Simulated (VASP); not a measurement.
# Si2Mo (AlB2 type) (P6/mmm) in VASP: relaxation of cell and atoms with PBE

Aim: the relaxation of cell and atoms of Si2Mo (AlB2 type) with PBE.

Everything below comes from runs of VASP 6.6.1. Logs are shortened: lines on timing, memory, paths and dates and some standing lists are left out, and cuts for length are marked.

### Step 1. The cell of the first run

Symmetry: P6/mmm, No. 191, hexagonal system. The conventional cell has a = 4.091 Å, b = 4.091 Å, c = 4.500 Å, α = 90.00°, β = 90.00°, γ = 120.00°. Mo (site symmetry 6/mmm) has 12 Si at 3.26 Å and 6 Mo at 4.09 Å within 4.3 Å. Si (site symmetry -6m2) has 3 Si at 2.36 Å within 3.1 Å.

### Step 2. Relaxation of cell and atoms, PBE

INCAR

```
PREC = Accurate ; ENCUT = 500
EDIFF = 1E-7 ; ISMEAR = -1
SIGMA = 0.08 ; LREAL = F
LASPH = T ; NELM = 300
ALGO = All ; ISIF = 3
LWAVE = F ; LCHARG = F
GGA = PE ; IBRION = 2
NSW = 60 ; EDIFFG = -0.005
GGA_COMPAT = F ; NELMIN = 4
ISEARCH = 1 ; KPAR = 4
```

KPOINTS

```
Automatic mesh
0
Gamma
  9 9 7
```

POSCAR

```
Si2Mo
1.0
    4.0911126373      0.0000000000      0.0000000000
   -2.0455563187      3.5430074737      0.0000000000
    0.0000000000      0.0000000000      4.5002239010
Mo Si
1 2
Direct
    0.0000000000      0.0000000000      0.0000000000
    0.3333333333      0.6666666667      0.5000000000
    0.6666666667      0.3333333333      0.5000000000
```

Potentials or basis: VASP PAW PBE potentials, release 64 (Mo_sv, Si).

Started as:

```
cat potpaw_PBE.64/Mo_sv/POTCAR potpaw_PBE.64/Si/POTCAR > POTCAR
mpirun -np 4 vasp_std > vasp.out
```

OUTCAR:

```text
PREC = Accurate
   ENCUT = 500
   EDIFF = 1E-7
   ISMEAR = -1
   LREAL = F
   LASPH = T
   NELM = 300
   ISIF = 3
   GGA = PE
   IBRION = 2
   NSW = 60
   EDIFFG = -0.005
   NELMIN = 4

 ion  position               nearest neighbor table
   1  0.000  0.000  0.000-   2 3.26   3 3.26   2 3.26   3 3.26   3 3.26   3 3.26   2 3.26   2 3.26
                             3 3.26   3 3.26   2 3.26   2 3.26
   2  0.333  0.667  0.500-   3 2.36   3 2.36   3 2.36   1 3.26   1 3.26   1 3.26   1 3.26   1 3.26
                             1 3.26
   3  0.667  0.333  0.500-   2 2.36   2 2.36   2 2.36   1 3.26   1 3.26   1 3.26   1 3.26   1 3.26
                             1 3.26

  LATTYP: Found a hexagonal cell.
 ALAT       =     4.0911126373
 C/A-ratio  =     1.1000000000

  Lattice vectors:

 A1 = (   4.0911126373,   0.0000000000,   0.0000000000)
 A2 = (  -2.0455563187,   3.5430074737,   0.0000000000)
 A3 = (   0.0000000000,   0.0000000000,   4.5002239010)

Analysis of symmetry for initial positions (statically):
=====================================================================
 Subroutine PRICEL returns:
 Original cell was already a primitive cell.

 Routine SETGRP: Setting up the symmetry group for a
 hexagonal supercell.

 Subroutine GETGRP returns: Found 24 space group operations
 (whereof 24 operations were pure point group operations)
 out of a pool of 24 trial point group operations.

The static configuration has the point symmetry D_6h.

Analysis of symmetry for dynamics (positions and initial velocities):
=====================================================================
 Subroutine PRICEL returns:
 Original cell was already a primitive cell.

 Routine SETGRP: Setting up the symmetry group for a
 hexagonal supercell.

 Subroutine GETGRP returns: Found 24 space group operations
 (whereof 24 operations were pure point group operations)
 out of a pool of 24 trial point group operations.

The dynamic configuration has the point symmetry D_6h.

 Subroutine INISYM returns: Found 24 space group operations
 (whereof 24 operations are pure point group operations),
 and found     1 'primitive' translations

----------------------------------------------------------------------------------------

                                     Primitive cell

  volume of cell :      65.2300

  direct lattice vectors                    reciprocal lattice vectors
     4.091112637  0.000000000  0.000000000     0.244432283  0.141123044  0.000000000
    -2.045556319  3.543007474  0.000000000     0.000000000  0.282246088  0.000000000
     0.000000000  0.000000000  4.500223901     0.000000000  0.000000000  0.222211166

  length of vectors
     4.091112637  4.091112637  4.500223901     0.282246088  0.282246088  0.222211166

  position of ions in fractional coordinates (direct lattice)
     0.000000000  0.000000000  0.000000000
     0.333333333  0.666666667  0.500000000
     0.666666667  0.333333333  0.500000000

  ion indices of the primitive-cell ions
   primitive index   ion index
                 1           1
                 2           2
                 3           3

----------------------------------------------------------------------------------------

 KPOINTS: Automatic mesh

Automatic generation of k-mesh.
 Grid dimensions read from file:
 generate k-points for:    9    9    7

 Generating k-lattice:

  Cartesian coordinates                     Fractional coordinates (reciprocal lattice)
     0.027159143  0.015680338  0.000000000     0.111111111  0.000000000  0.000000000
     0.000000000  0.031360676  0.000000000     0.000000000  0.111111111  0.000000000
     0.000000000  0.000000000  0.031744452     0.000000000  0.000000000  0.142857143

  Length of vectors
     0.031360676  0.031360676  0.031744452

  Shift w.r.t. Gamma in fractional coordinates (k-lattice)
     0.000000000  0.000000000  0.000000000

 Subroutine IBZKPT returns following result:
 ===========================================

 Found     48 irreducible k-points:

 Following reciprocal coordinates:
            Coordinates               Weight
  0.000000  0.000000  0.000000      1.000000
  0.111111  0.000000  0.000000      6.000000
  0.222222  0.000000  0.000000      6.000000
  0.333333  0.000000  0.000000      6.000000
  0.444444  0.000000  0.000000      6.000000
  0.111111  0.111111  0.000000      6.000000
[... 16 lines left out ...]
  0.333333  0.222222  0.142857     24.000000
  0.333333  0.333333  0.142857      4.000000
 [... further k-points ...]
   k-points           NKPTS =     48   k-points in BZ     NKDIM =     48   number of bands    NBANDS=     15
   number of dos      NEDOS =    301   number of ions     NIONS =      3
   total plane-waves  NPLWV =  32400
   dimension x,y,z NGX =    30 NGY =   30 NGZ =   36
   dimension x,y,z NGXF=    60 NGYF=   60 NGZF=   72
   ions per type =               1   2
   NGX,Y,Z   is equivalent  to a cutoff of  12.19, 12.19, 13.30 a.u.
   NGXF,Y,Z  is equivalent  to a cutoff of  24.38, 24.38, 26.60 a.u.
 SYSTEM =  unknown system
   PREC   = accura    normal or accurate (medium, high low for compatibility)
   ISTART =      0    job   : 0-new  1-cont  2-samecut
   ICHARG =      2    charge: 1-file 2-atom 10-const
   ISPIN  =      1    spin polarized calculation?
   LNONCOLLINEAR =      F non collinear calculations
   LSORBIT =      F    spin-orbit coupling
   LASPH  =      T    aspherical Exc in radial PAW
   ENCUT  =  500.0 eV  36.75 Ry    6.06 a.u.   7.46  7.46  8.20*2*pi/ulx,y,z
   NELM   =    300;   NELMIN=  4; NELMDL= -5     # of ELM steps
   EDIFF  = 0.1E-06   stopping-criterion for ELM
   LREAL  =      F    real-space projection
   EDIFFG = -.5E-02   stopping-criterion for IOM
   NSW    =     60    number of steps for IOM
   IBRION =      2    ionic relax: 0-MD 1-quasi-New 2-CG
   NFREE  =      1    steps in history (QN), initial steepest desc. (CG)
   ISIF   =      3    stress and relaxation
   ISYM   =      2    0-nonsym 1-usesym 2-fastsym
   POTIM  = 0.5000    time-step for ionic-motion
   TEBEG  =    0.0;   TEEND  =   0.0 temperature during run
   PSTRESS=    0.0 pullay stress
   NELECT =      22.0000    total number of electrons
   NUPDOWN=      -1.0000    fix difference up-down
   EMIN   =  10.00;   EMAX   =-10.00  energy-range for DOS
   EFERMI =   0.00;   METHOD = LEGACY
   ISMEAR =    -1;   SIGMA  =   0.08  broadening in eV -4-tet -1-fermi 0-gaus
   EFERMI_NEDOS =   21; number of points for ismear=-14 and -15
   IALGO  =     58    algorithm
   IMIX   =      4    mixing-type and parameters
     AMIX     =   0.40;   BMIX     =  1.00
     AMIX_MAG =   1.60;   BMIX_MAG =  1.00
  volume/ion in A,a.u.               =      21.74       146.73
  Fermi-wavevector in a.u.,A,eV,Ry     =   1.139549  2.153436 17.668158  1.298573
  Thomas-Fermi vector in A             =   2.276253
   LORBIT       =      0    0 simple, 1 ext, 2 COOP (PROOUT), +10 PAW based schemes
   GGA     = PE    functional components
   LHFCALC =     F    Hartree Fock is set to
   AEXX    =    0.0000 exact exchange contribution
   IVDW    =     0    specifies the selected vdW correction
   LEPSILON=     F    determine dielectric tensor
   LRPA    =     F    only Hartree local field effects (RPA)
 conjugate gradient relaxation of ions
 non-spin polarized calculation
  energy-cutoff  :      500.00
  volume of cell :       65.23
 maximum number of plane-waves:      1678
 NGX is ok and might be reduce to    30
   NGX = 15   NGY = 15   NGZ = 17

--------------------------------------- Ionic step        1  -------------------------------------------

 number of electron      22.0000006 magnetization

 Free energy of the ion-electron system (eV)
  ---------------------------------------------------
  ext. energy  EPLUGINS =         0.00000000
  ---------------------------------------------------
  free energy    TOTEN  =       -17.41424026 eV

  energy without entropy =      -17.28280946  energy(sigma->0) =      -17.34852486

 E-fermi :   6.5137     XC(G=0): -10.1157

 val. band max:        6.5101147024   @ k =   0.1111   0.0000   0.2857
 cond. band min:       6.5194992959   @ k =   0.1111   0.1111   0.4286
 fundamental gap:      0.0093845935
 Fermi energy:         6.5136672892

 k-point     1 :       0.0000    0.0000    0.0000
  band No.  band energies     occupation
      1     -54.6670      2.00000
      2     -28.7369      2.00000
      3     -28.7369      2.00000
      4     -28.6675      2.00000
      5      -5.0024      2.00000
      6       3.6163      2.00000
      7       3.7350      2.00000
      8       3.7350      2.00000
      9       4.5813      2.00000
     10       5.9823      1.99740
     11       6.3192      1.83787
     12       6.3192      1.83784
     13       6.9623      0.00730
     14       7.9824      0.00000
     15       7.9828      0.00000
[... 518 lines left out ...]
  FREE ENERGIE OF THE ION-ELECTRON SYSTEM (eV)
  ---------------------------------------------------
  free  energy   TOTEN  =       -19.1055754669 eV

  energy  without entropy=      -19.0267377185  energy(sigma->0) =      -19.06615659

[... ionic steps 4 to 13 ...]

--------------------------------------- Ionic step       14  -------------------------------------------

 number of electron      22.0000003 magnetization

------------------------ aborting loop because EDIFF is reached ----------------------------------------

  FORCE on cell =-STRESS in cart. coord.  units (eV):
  Direction    XX          YY          ZZ          XY          YZ          ZX
  --------------------------------------------------------------------------------------
  -------------------------------------------------------------------------------------
  Total        0.0182536      0.0182536      0.0050799     -0.0000000      0.0000000     -0.0000000
  in kB        0.6970219      0.6970219      0.1939783     -0.0000000      0.0000000     -0.0000000
  external PRESSURE =       0.5293407 kB  Pullay stress =       0.0000000 kB
[... 59 lines left out ...]
  energy  without entropy=      -21.2916148046  energy(sigma->0) =      -21.30683697

--------------------------------------- Ionic step       16  -------------------------------------------

 number of electron      22.0000003 magnetization

 Free energy of the ion-electron system (eV)
  ---------------------------------------------------
  ext. energy  EPLUGINS =         0.00000000
  ---------------------------------------------------
  free energy    TOTEN  =       -21.32206174 eV

  energy without entropy =      -21.29159682  energy(sigma->0) =      -21.30682928

 E-fermi :  12.0273     XC(G=0): -12.2305

 val. band max:       11.9974496231   @ k =   0.3333   0.0000   0.0000
 cond. band min:      12.0277461178   @ k =   0.3333   0.1111   0.4286
 fundamental gap:      0.0302964947
 Fermi energy:        12.0273065697

 k-point     1 :       0.0000    0.0000    0.0000
  band No.  band energies     occupation
      1     -49.2086      2.00000
      2     -23.3145      2.00000
      3     -23.3145      2.00000
      4     -22.6339      2.00000
      5      -1.6221      2.00000
      6       5.8238      2.00000
      7       5.8238      2.00000
      8       7.0112      2.00000
      9       7.9397      2.00000
     10      11.1265      1.99997
     11      11.1265      1.99997
     12      13.6795      0.00000
     13      13.6795      0.00000
     14      15.1352      0.00000
     15      17.9134      0.00000
[... 444 lines left out ...]
  FREE ENERGIE OF THE ION-ELECTRON SYSTEM (eV)
  ---------------------------------------------------
  free  energy   TOTEN  =       -21.3220617408 eV

  energy  without entropy=      -21.2915979631  energy(sigma->0) =      -21.30682985

 reached required accuracy - stopping structural energy minimisation
```

Wall time 5.7 min (4 MPI ranks of Intel Xeon Platinum 8488C (Sapphire Rapids), shared host); peak memory 0.24 GiB.

Results:

```
Free energy                           : -21.3221 eV
Relaxed volume                        : 13.99 Å³/atom
Relaxed cell                          : a = 4.309 Å, b = 4.309 Å, c = 2.610 Å, α = 90.00°, β = 90.00°, γ = 120.00°
Space group after relaxing (to 0.1 Å) : P6/mmm (No. 191)
Pressure after relaxing               : 0.0 GPa
Band gap on the k mesh                : zero (bands 11 and 12 overlap by 1.80 eV)
```

Final structure:
```
CELL_PARAMETERS angstrom
4.30871 0.00000 0.00000
-2.15435 3.73145 0.00000
0.00000 0.00000 2.61042
ATOMIC_POSITIONS crystal
Mo 0.00000 0.00000 0.00000
Si 0.33333 0.66667 0.50000
Si 0.66667 0.33333 0.50000
```

Levels at points of the mesh, in eV from the Fermi level:
| k point | band 9 | band 10 | band 11 | band 12 | band 13 | band 14 |
| --- | --- | --- | --- | --- | --- | --- |
| (0.00, 0.00, 0.00) | -4.09 | -0.90 | -0.90 | 1.65 | 1.65 | 3.11 |

Caveat: the volume moved by over 15 % at a fixed basis, so the end points are rough.

The gap in the log of VASP goes by the Fermi energy; the results here count the filled bands.